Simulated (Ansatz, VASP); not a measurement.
**LiPb: VASP beside Ansatz**

The input INCAR:

```
SYSTEM = LiPb
ALGO = Normal
EDIFF = 1E-8
ENCUT = 520
GGA = CA
ISIF = 2
ISMEAR = -1
LASPH = .TRUE.
LCHARG = .FALSE.
LEFG = .TRUE.
LREAL = .FALSE.
LWAVE = .FALSE.
NBANDS = 16
NELM = 100
PREC = Accurate
SIGMA = 0.03
```

KPOINTS

```
k-points
0
G
  10 10 10
  0 0 0
```

Contents of POSCAR:

```
LiPb
1.0
    3.5220000000      0.0352200000      0.0352200000
    0.0352200000      3.5220000000      0.0352200000
    0.0352200000      0.0352200000      3.5220000000
Li Pb
1 1
Direct
    0.5000000000      0.5000000000      0.5000000000
    0.0000000000      0.0000000000      0.0000000000
```

Input for Ansatz:

```yaml
crystal:
  lattice:
    - [3.522, 0.03522, 0.03522]
    - [0.03522, 3.522, 0.03522]
    - [0.03522, 0.03522, 3.522]
  atoms:
    - { symbol: Li, position: [0.5, 0.5, 0.5] }
    - { symbol: Pb, position: [0.0, 0.0, 0.0] }
kpoints:
  mp_grid: { grid: [10, 10, 10] }
scf:
  occupations: { method: fermi_dirac, width: 0.03 }
hamiltonian:
  xc: lda
  pseudopotentials: { kind: paw }
output:
  forces: true
  stress: true
  eigenvalues: true
  efg: { contact_densities: true }
  write_density: true
  write_potential: true
  elf: true
  volumetric_format: npy
```

Change from the starting cell: equal xy, yz and zx shear strains of +2 %, PAW files.

Alike in both runs: task electric field gradients; functional LDA; k mesh 10 × 10 × 10; occupations fermi-dirac, width 0.03 eV; no spin polarisation.

|  | VASP | Ansatz |
| --- | --- | --- |
| version | VASP 6.6.1 | Ansatz 0.2.0 |
| potentials or method | VASP PAW LDA potentials, release 64 (Li_sv, Pb_d) | PAW with Ansatz's default frozen-core files, scalar-relativistic |
| plane-wave cutoff (eV) | 520 | 420 |
| valence electrons in the cell | 17 | 17 |

```csv
,VASP,Ansatz,Ansatz less VASP
size of Vzz on the site where it differs most (V/Å²),66.6,67.0,+0.41
```

LDA's correlation is that of Perdew and Zunger in VASP and of Perdew and Wang (1992) in Ansatz.

Spin-orbit coupling is off throughout. Noted on VASP's run: the cutoff is short for stress, so the pressure is rough.
